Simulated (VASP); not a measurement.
Crystal: GaF.

```
Ga F
1.0
     3.16592    0.00000    0.00000
     0.00000    3.16592    0.00000
     0.00000    0.00000    3.16592
Ga F
1 1
Direct
  0.00000 0.00000 0.00000
  0.50000 0.50000 0.50000
```

Program: VASP 6.6.1. Alike in all runs: task single point; potentials or basis VASP PAW PBE potentials, release 64 (Ga_d, F); no spin polarisation; cell as given; k mesh 5 × 5 × 5; cutoff (eV) 520; smearing fermi-dirac 0.05 eV.

Order these runs on this cell by their band gap on the k mesh, lowest first.
A. level r2SCAN-based global hybrid with 25 % exact exchange; share of exact exchange 0.25
B. level r2SCAN-based global hybrid with 35 % exact exchange; share of exact exchange 0.35
C. level r2SCAN-based global hybrid with 50 % exact exchange; share of exact exchange 0.5

A (3.77 eV), B (4.27 eV), C (5.03 eV).

Caveats: an odd mesh through Γ misses points on the zone boundary, where band edges can lie.
